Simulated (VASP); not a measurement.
# Si (Pm-3m) in VASP: a series of runs

Si is run at these levels: HSE06, PBE-based screened hybrid; tasks: relaxation of cell and atoms.

Everything below comes from runs of VASP 6.6.1. Logs are shortened: lines on timing, memory, paths and dates and some standing lists are left out, and cuts for length are marked.

## 1. The cell of the first run

The structure is cubic, space group Pm-3m (No. 221). The conventional cell has a = 2.532 Å, b = 2.532 Å, c = 2.532 Å, α = 90.00°, β = 90.00°, γ = 90.00°. Si (site symmetry m-3m) has 6 Si at 2.53 Å within 3.3 Å.

## 2. Relaxation of cell and atoms, HSE06

Contents of POSCAR:

```
Si
1.0
    2.5321100000      0.0000000000      0.0000000000
    0.0000000000      2.5321100000      0.0000000000
    0.0000000000      0.0000000000      2.5321100000
Si
1
Direct
    0.5000000000      0.5000000000      0.5000000000
```

Contents of INCAR.step1:

```
ALGO = Normal
EDIFF = 1E-5
ENCUT = 600
GGA = PE
ISMEAR = -1
LASPH = T
LCHARG = F
LREAL = F
LWAVE = T
NBANDS = 8
NELM = 80
PREC = Accurate
SIGMA = 0.05
```

Contents of INCAR.step2:

```
ALGO = Normal
EDIFF = 1E-6
EDIFFG = -0.01
ENCUT = 600
GGA = PE
HFSCREEN = 0.2079
IBRION = 2
ISIF = 3
ISMEAR = -1
ISTART = 1
LASPH = T
LCHARG = F
LHFCALC = T
LREAL = F
LWAVE = F
NELM = 80
NSW = 60
PREC = Accurate
PRECFOCK = Normal
SIGMA = 0.05
```

Contents of KPOINTS:

```
k-points
0
Gamma
  5 5 5
```

Potentials or basis: VASP PAW PBE potentials, release 64 (Si).

Started as:

```sh
cat potpaw_PBE.64/Si/POTCAR > POTCAR
cp INCAR.step1 INCAR
mpirun -np 1 vasp_std > vasp.out
cp INCAR.step2 INCAR
mpirun -np 1 vasp_std > vasp.out
```

OUTCAR:

```text
EDIFF = 1E-6
   EDIFFG = -0.01
   ENCUT = 600
   GGA = PE
   HFSCREEN = 0.2079
   IBRION = 2
   ISIF = 3
   ISMEAR = -1
   ISTART = 1
   LASPH = T
   LHFCALC = T
   LREAL = F
   NELM = 80
   NSW = 60
   PREC = Accurate
   PRECFOCK = Normal

 ion  position               nearest neighbor table
   1  0.500  0.500  0.500-

  LATTYP: Found a simple cubic cell.
 ALAT       =     2.5321100000

  Lattice vectors:

 A1 = (   2.5321100000,   0.0000000000,   0.0000000000)
 A2 = (   0.0000000000,   2.5321100000,   0.0000000000)
 A3 = (   0.0000000000,   0.0000000000,   2.5321100000)

Analysis of symmetry for initial positions (statically):
=====================================================================
 Subroutine PRICEL returns:
 Original cell was already a primitive cell.

 Routine SETGRP: Setting up the symmetry group for a
 simple cubic supercell.

 Subroutine GETGRP returns: Found 48 space group operations
 (whereof 48 operations were pure point group operations)
 out of a pool of 48 trial point group operations.

The static configuration has the point symmetry O_h .

Analysis of symmetry for dynamics (positions and initial velocities):
=====================================================================
 Subroutine PRICEL returns:
 Original cell was already a primitive cell.

 Routine SETGRP: Setting up the symmetry group for a
 simple cubic supercell.

 Subroutine GETGRP returns: Found 48 space group operations
 (whereof 48 operations were pure point group operations)
 out of a pool of 48 trial point group operations.

The dynamic configuration has the point symmetry O_h .

 Subroutine INISYM returns: Found 48 space group operations
 (whereof 48 operations are pure point group operations),
 and found     1 'primitive' translations

----------------------------------------------------------------------------------------

                                     Primitive cell

  volume of cell :      16.2348

  direct lattice vectors                    reciprocal lattice vectors
     2.532110000  0.000000000  0.000000000     0.394927551  0.000000000  0.000000000
     0.000000000  2.532110000  0.000000000     0.000000000  0.394927551  0.000000000
     0.000000000  0.000000000  2.532110000     0.000000000  0.000000000  0.394927551

  length of vectors
     2.532110000  2.532110000  2.532110000     0.394927551  0.394927551  0.394927551

  position of ions in fractional coordinates (direct lattice)
     0.500000000  0.500000000  0.500000000

  ion indices of the primitive-cell ions
   primitive index   ion index
                 1           1

----------------------------------------------------------------------------------------

 KPOINTS: k-points

Automatic generation of k-mesh.
 Grid dimensions read from file:
 generate k-points for:    5    5    5

 Generating k-lattice:

  Cartesian coordinates                     Fractional coordinates (reciprocal lattice)
     0.078985510  0.000000000  0.000000000     0.200000000  0.000000000  0.000000000
     0.000000000  0.078985510  0.000000000     0.000000000  0.200000000  0.000000000
     0.000000000  0.000000000  0.078985510     0.000000000  0.000000000  0.200000000

  Length of vectors
     0.078985510  0.078985510  0.078985510

  Shift w.r.t. Gamma in fractional coordinates (k-lattice)
     0.000000000  0.000000000  0.000000000

 Subroutine IBZKPT returns following result:
 ===========================================

 Found     10 irreducible k-points:

 Following reciprocal coordinates:
            Coordinates               Weight
  0.000000  0.000000  0.000000      1.000000
  0.200000  0.000000  0.000000      6.000000
  0.400000  0.000000  0.000000      6.000000
  0.200000  0.200000  0.000000     12.000000
  0.400000  0.200000  0.000000     24.000000
  0.400000  0.400000  0.000000     12.000000
  0.200000  0.200000  0.200000      8.000000
  0.400000  0.200000  0.200000     24.000000
  0.400000  0.400000  0.200000     24.000000
  0.400000  0.400000  0.400000      8.000000
   k-points           NKPTS =     10   k-points in BZ     NKDIM =    125   number of bands    NBANDS=      6
   number of dos      NEDOS =    301   number of ions     NIONS =      1
   total plane-waves  NPLWV =   8000
   dimension x,y,z NGX =    20 NGY =   20 NGZ =   20
   dimension x,y,z NGXF=    40 NGYF=   40 NGZF=   40
   ions per type =               1
   NGX,Y,Z   is equivalent  to a cutoff of  13.13, 13.13, 13.13 a.u.
   NGXF,Y,Z  is equivalent  to a cutoff of  26.26, 26.26, 26.26 a.u.
 SYSTEM =  unknown system
   PREC   = accura    normal or accurate (medium, high low for compatibility)
   ISTART =      1    job   : 0-new  1-cont  2-samecut
   ICHARG =      0    charge: 1-file 2-atom 10-const
   ISPIN  =      1    spin polarized calculation?
   LNONCOLLINEAR =      F non collinear calculations
   LSORBIT =      F    spin-orbit coupling
   LASPH  =      T    aspherical Exc in radial PAW
   ENCUT  =  600.0 eV  44.10 Ry    6.64 a.u.   5.06  5.06  5.06*2*pi/ulx,y,z
   NELM   =     80;   NELMIN=  2; NELMDL=  0     # of ELM steps
   EDIFF  = 0.1E-05   stopping-criterion for ELM
   LREAL  =      F    real-space projection
   EDIFFG = -.1E-01   stopping-criterion for IOM
   NSW    =     60    number of steps for IOM
   IBRION =      2    ionic relax: 0-MD 1-quasi-New 2-CG
   NFREE  =      1    steps in history (QN), initial steepest desc. (CG)
   ISIF   =      3    stress and relaxation
   ISYM   =      3    0-nonsym 1-usesym 2-fastsym
   POTIM  = 0.5000    time-step for ionic-motion
   TEBEG  =    0.0;   TEEND  =   0.0 temperature during run
   PSTRESS=    0.0 pullay stress
   NELECT =       4.0000    total number of electrons
   NUPDOWN=      -1.0000    fix difference up-down
   EMIN   =  10.00;   EMAX   =-10.00  energy-range for DOS
   EFERMI =   0.00;   METHOD = LEGACY
   ISMEAR =    -1;   SIGMA  =   0.05  broadening in eV -4-tet -1-fermi 0-gaus
   EFERMI_NEDOS =   21; number of points for ismear=-14 and -15
   IALGO  =     38    algorithm
   IMIX   =      1    mixing-type and parameters
     AMIX     =   0.40;   BMIX     =  1.00
     AMIX_MAG =   1.60;   BMIX_MAG =  1.00
  volume/ion in A,a.u.               =      16.23       109.56
  Fermi-wavevector in a.u.,A,eV,Ry     =   1.026311  1.939446 14.331207  1.053314
  Thomas-Fermi vector in A             =   2.160197
   LORBIT       =      0    0 simple, 1 ext, 2 COOP (PROOUT), +10 PAW based schemes
   GGA     = PE    functional components
   LHFCALC =     T    Hartree Fock is set to
   PRECFOCK=normal    Normal, Fast or Accurate (Low or Medium for compatibility)
   ENCUT4O =  -1.0   cutoff for four orbital integrals eV
   NKREDX  =     1    reduce k-point grid by
   NKREDY  =     1    reduce k-point grid by
   NKREDZ  =     1    reduce k-point grid by
   AEXX    =    0.2500 exact exchange contribution
   HFSCREEN=    0.2079 screening length (either q_TF or 0.3 A-1)
   HFSCREENC=   0.2079 screening length for correlation (either q_TF or 0.3 A-1)
   ENCUTFOCK=  -1.0 apply spherical cutoff to Coloumb kernel
   IVDW    =     0    specifies the selected vdW correction
   LEPSILON=     F    determine dielectric tensor
   LRPA    =     F    only Hartree local field effects (RPA)
 conjugate gradient relaxation of ions
 non-spin polarized calculation
  energy-cutoff  :      600.00
  volume of cell :       16.23
 maximum number of plane-waves:       553
  NGX = 16; NGY = 16; NGZ = 16

--------------------------------------- Ionic step        1  -------------------------------------------

 number of electron       4.0000000 magnetization

 Free energy of the ion-electron system (eV)
  ---------------------------------------------------
  ext. energy  EPLUGINS =         0.00000000
  ---------------------------------------------------
  free energy    TOTEN  =        -5.83751779 eV

  energy without entropy =       -5.83419202  energy(sigma->0) =       -5.83585490

------------------------ aborting loop because EDIFF is reached ----------------------------------------

  FORCE on cell =-STRESS in cart. coord.  units (eV):
  Direction    XX          YY          ZZ          XY          YZ          ZX
  --------------------------------------------------------------------------------------
  -------------------------------------------------------------------------------------
  Total        0.1192013      0.1192013      0.1192013     -0.0000000     -0.0000000     -0.0000000
  in kB       11.7636972     11.7636972     11.7636972     -0.0000000     -0.0000000     -0.0000000
  external PRESSURE =      11.7636972 kB  Pullay stress =       0.0000000 kB

 VOLUME and BASIS-vectors are now :
 -----------------------------------------------------------------------------
  energy-cutoff  :      600.00
  volume of cell :       16.23
      direct lattice vectors                 reciprocal lattice vectors
     2.532110000  0.000000000  0.000000000     0.394927551  0.000000000  0.000000000
     0.000000000  2.532110000  0.000000000     0.000000000  0.394927551  0.000000000
     0.000000000  0.000000000  2.532110000     0.000000000  0.000000000  0.394927551
[... 36 lines left out ...]
 POSITION                                       TOTAL-FORCE (eV/Angst)
 -----------------------------------------------------------------------------------
      1.27334      1.27334      1.27334        -0.000000      0.000000      0.000000
 -----------------------------------------------------------------------------------
    total drift:                               -0.000000      0.000000      0.000000

  FREE ENERGIE OF THE ION-ELECTRON SYSTEM (eV)
  ---------------------------------------------------
  free  energy   TOTEN  =        -5.8380281935 eV

  energy  without entropy=       -5.8347024556  energy(sigma->0) =       -5.83636532

--------------------------------------- Ionic step        3  -------------------------------------------

 number of electron       4.0000000 magnetization

 Free energy of the ion-electron system (eV)
  ---------------------------------------------------
  ext. energy  EPLUGINS =         0.00000000
  ---------------------------------------------------
  free energy    TOTEN  =        -5.83820640 eV

  energy without entropy =       -5.83488065  energy(sigma->0) =       -5.83654352

 E-fermi :   7.7139     XC(G=0):  -8.7387

 val. band max:        7.5571490196   @ k =   0.4000   0.4000   0.2000
 cond. band min:       8.4101661757   @ k =   0.4000   0.4000   0.4000
 fundamental gap:      0.8530171561
 Fermi energy:         7.7139229834

 k-point     1 :       0.0000    0.0000    0.0000
  band No.  band energies     occupation
      1      -6.7791      2.00000
      2      16.3419      0.00000
      3      16.3419      0.00000
      4      16.5539      0.00000
      5      16.5539      0.00000
      6      16.5539      0.00000

 k-point     2 :       0.2000    0.0000    0.0000
  band No.  band energies     occupation
      1      -5.8084      2.00000
      2       9.0722      0.00000
      3      17.0658      0.00000
      4      17.3138      0.00000
      5      17.3138      0.00000
      6      21.7868      0.00000
[... 92 lines left out ...]
 POSITION                                       TOTAL-FORCE (eV/Angst)
 -----------------------------------------------------------------------------------
      1.27091      1.27091      1.27091        -0.000000     -0.000000      0.000000
 -----------------------------------------------------------------------------------
    total drift:                                0.000003      0.000003      0.000001

  FREE ENERGIE OF THE ION-ELECTRON SYSTEM (eV)
  ---------------------------------------------------
  free  energy   TOTEN  =        -5.8382063981 eV

  energy  without entropy=       -5.8348806505  energy(sigma->0) =       -5.83654352

 reached required accuracy - stopping structural energy minimisation
```

It took 26 s on 1 thread of Intel Xeon 6975P-C (Granite Rapids), shared host; peak memory 0.21 GiB.

What came out:

* Free energy: -5.8382 eV
* Relaxed volume: 16.42 Å³/atom
* Relaxed cell: a = 2.542 Å, b = 2.542 Å, c = 2.542 Å, α = 90.00°, β = 90.00°, γ = 90.00°
* Space group after relaxing (to 0.05 Å): Pm-3m (No. 221)
* Energy gained by relaxing: 0.7 meV/atom
* Ionic steps: 3
* Pressure after relaxing: 0.0 GPa
* Band gap on the k mesh: zero (band 2 reaches 16.34 eV, above the bottom of band 3 at 6.72 eV)

The path:
```csv
step,energy change (eV),largest force (eV/Å),pressure (GPa),volume (Å³)
1,0.0000,0.0000,1.18,16.23
2,-0.0005,0.0000,-0.58,16.52
3,-0.0007,0.0000,-0.03,16.42
```

Final structure:
```yaml
crystal:
  lattice:
    - [2.54182, 0.00000, 0.00000]
    - [0.00000, 2.54182, 0.00000]
    - [0.00000, 0.00000, 2.54182]
  atoms:
    - { symbol: Si, position: [0.50000, 0.50000, 0.50000] }
```

Caveat: the k points lie up to 0.49 Å⁻¹ apart in the final cell; the PAW data sets were made with another functional, which shifts forces and pressure a little.

## 3. Relaxation of cell and atoms, PBE-based screened hybrid

POSCAR is that of step 2.

Contents of INCAR.step1:

```
SYSTEM = Si
PREC = Accurate ; ENCUT = 600
EDIFF = 1E-5 ; ISMEAR = -1
SIGMA = 0.05 ; LREAL = .False.
LASPH = .True. ; NELM = 100
ALGO = Normal ; LWAVE = .True.
LCHARG = .False. ; GGA = PE
NBANDS = 8
```

Contents of INCAR.step2:

```
SYSTEM = Si
PREC = Accurate ; ENCUT = 600
EDIFF = 1E-6 ; ISMEAR = -1
SIGMA = 0.05 ; LREAL = .False.
LASPH = .True. ; NELM = 100
ALGO = Normal ; ISIF = 3
LWAVE = .False. ; LCHARG = .False.
GGA = PE ; LHFCALC = .True.
AEXX = 0.25 ; HFSCREEN = 0.3
PRECFOCK = Normal ; IBRION = 2
NSW = 60 ; EDIFFG = -0.01
ISTART = 1
```

Contents of KPOINTS:

```
regular mesh
0
Gamma
  5 5 5
  0 0 0
```

Potentials or basis: VASP PAW PBE potentials, release 64 (Si).

Started as:

```sh
cat potpaw_PBE.64/Si/POTCAR > POTCAR
cp INCAR.step1 INCAR
mpirun -np 1 vasp_std > vasp.out
cp INCAR.step2 INCAR
mpirun -np 1 vasp_std > vasp.out
```

Run time: 27 s. Hardware: 1 thread of Intel Xeon 6975P-C (Granite Rapids), shared host; peak memory 0.21 GiB.

The run converged. Its results:

- Free energy: -5.6734 eV
- Relaxed volume: 16.47 Å³/atom
- Relaxed cell: a = 2.544 Å, b = 2.544 Å, c = 2.544 Å, α = 90.00°, β = 90.00°, γ = 90.00°
- Space group after relaxing (to 0.05 Å): Pm-3m (No. 221)
- Energy gained by relaxing: 1.0 meV/atom
- Ionic steps: 3
- Pressure after relaxing: 0.0 GPa
- Band gap on the k mesh: zero (band 2 reaches 16.16 eV, above the bottom of band 3 at 6.76 eV)

Step by step:
```tsv
step	energy change (eV)	largest force (eV/Å)	pressure (GPa)	volume (Å³)
1	0.0000	0.0000	1.45	16.23
2	-0.0008	0.0000	-0.70	16.58
3	-0.0010	0.0000	-0.03	16.47
```

Final structure:
```cif
data_structure
_symmetry_space_group_name_H-M 'P 1'
_symmetry_Int_Tables_number 1
_cell_length_a 2.5440
_cell_length_b 2.5440
_cell_length_c 2.5440
_cell_angle_alpha 90.000
_cell_angle_beta 90.000
_cell_angle_gamma 90.000
_cell_volume 16.47
loop_
_atom_site_label
_atom_site_type_symbol
_atom_site_fract_x
_atom_site_fract_y
_atom_site_fract_z
_atom_site_occupancy
Si1 Si 0.50000 0.50000 0.50000 1
```

Levels at points of the mesh, in eV from the Fermi level:
```tsv
k point	band 1	band 2	band 3	band 4	band 5	band 6
(0.00, 0.00, 0.00)	-14.30	8.43	8.43	8.62	8.62	8.62
```

Caveat: the k points lie up to 0.49 Å⁻¹ apart in the final cell; the PAW data sets were made with another functional, which shifts forces and pressure a little.
